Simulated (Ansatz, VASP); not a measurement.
# NaAg2I3 in VASP and in Ansatz

```xyz
6
Lattice="4.5734 2.6404 4.3989 -4.5734 2.6404 4.3989 0.0000 -5.2809 4.3989" Properties=species:S:1:pos:R:3 pbc="T T T"
Na    0.0000    0.0000    6.5984
Ag    0.0000    0.0000    9.6952
Ag    0.0000    0.0000    3.5016
I     0.0000    2.6404    4.3989
I    -2.2867   -1.3202    4.3989
I     2.2867   -1.3202    4.3989
```

Alike in both runs: functional PBE; k mesh 6 × 6 × 6; occupations gaussian, width 0.02 eV; no spin polarisation.

Ansatz relaxed the structure, and its values are those at the end. VASP's run is a single point on that final structure, the one shown.

|  | VASP | Ansatz |
| --- | --- | --- |
| version | VASP 6.6.1 | Ansatz 0.2.0 |
| potentials or method | VASP PAW PBE potentials, release 64 (Na_pv, Ag, I), cutoff 520 eV | scalar-relativistic, plane waves, PAW |
| valence electrons in the cell | 50 | 98 |

|  | VASP | Ansatz | Ansatz less VASP |
| --- | --- | --- | --- |
| gap on the k mesh at the Fermi level (eV) | 1.27 | 1.27 | +0.002 |
| least direct gap on the mesh (eV) | 1.30 | 1.30 | +0.002 |
| pressure (GPa) | 0.0 | 0.0 | +0.03 |

The functional is the same, so the differences come from potentials, cutoffs and numerics. VASP's potentials hold 50 valence electrons a cell and Ansatz's 98, so a difference there can come from the potentials and not from the codes. Ansatz's warnings: xc potential rough in thin density.

Spin-orbit coupling is off throughout.
